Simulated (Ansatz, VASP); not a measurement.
K: VASP beside Ansatz

File INCAR:

```
SYSTEM = K
ALGO     = Normal         ! electronic algorithm
EDIFF    = 1E-7           ! SCF threshold, eV
ENCUT    = 520            ! plane-wave cutoff, eV
GGA      = PE             ! functional
ISIF     = 2              ! what is computed and relaxed
ISMEAR   = -1             ! smearing method
LASPH    = .True.         ! aspherical terms in the spheres
LCHARG   = .False.        ! write CHGCAR
LREAL    = .False.        ! projectors in reciprocal space
LWAVE    = .False.        ! write WAVECAR
NBANDS   = 26             ! bands
NELM     = 60             ! most SCF steps
PREC     = Accurate       ! precision mode
SIGMA    = 0.1            ! smearing width, eV
```

KPOINTS

```
k-points
0
Gamma
  6 6 4
  0 0 0
```

POSCAR

```
K
1.0
    3.5843567659      0.0000000000      0.0000000000
   -1.7921783830      3.1041440155      0.0000000000
    0.0000000000      0.0000000000     11.4788007758
K
4
Direct
    0.0000000000      0.0000000000      0.0000000000
    0.0000000000      0.0000000000      0.5000000000
    0.3333333333      0.6666666667      0.2500000000
    0.6666666667      0.3333333333      0.7500000000
```

Input for Ansatz:

```yaml
crystal:
  lattice:
    - [3.5843567659, 0.0, 0.0]
    - [-1.792178383, 3.1041440155, 0.0]
    - [0.0, 0.0, 11.4788007758]
  atoms:
    - { symbol: K, position: [0.0, 0.0, 0.0] }
    - { symbol: K, position: [0.0, 0.0, 0.5] }
    - { symbol: K, position: [0.3333333333, 0.6666666667, 0.25] }
    - { symbol: K, position: [0.6666666667, 0.3333333333, 0.75] }
kpoints:
  mp_grid: { grid: [6, 6, 4] }
  band_path:
    path:
      - [0.0, 0.0, 0.0]
      - [0.5, 0.0, 0.0]
      - [0.3333333333, 0.3333333333, 0.0]
      - [0.0, 0.0, 0.0]
      - [0.0, 0.0, 0.5]
      - [0.5, 0.0, 0.5]
      - [0.3333333333, 0.3333333333, 0.5]
      - [0.0, 0.0, 0.5]
      - [0.5, 0.0, 0.5]
    npoints: 8
scf:
  occupations: { method: fermi_dirac, width: 0.1 }
hamiltonian:
  xc: pbe
  pseudopotentials: { kind: paw }
output:
  forces: true
  stress: true
  eigenvalues: true
  populations: true
  dos: { projected: true, de: 0.2, e_range: [-14, 8] }
```

Change from the starting cell: volume scaled by 0.43, PAW files.

Alike in both runs: task single point; functional PBE; k mesh 6 × 6 × 4; occupations fermi-dirac, width 0.1 eV; no spin polarisation.

|  | VASP | Ansatz |
| --- | --- | --- |
| version | VASP 6.6.1 | Ansatz 0.2.0 |
| potentials or method | VASP PAW PBE potentials, release 64 (K_sv) | PAW with Ansatz's default frozen-core files, scalar-relativistic |
| plane-wave cutoff (eV) | 520 | 420 |
| valence electrons in the cell | 36 | 36 |

```csv
,VASP,Ansatz,Ansatz less VASP
pressure (GPa),13.5,13.5,0.00
"traceless stress, the component that is largest in VASP (GPa)",0.14,0.14,-0.001
```
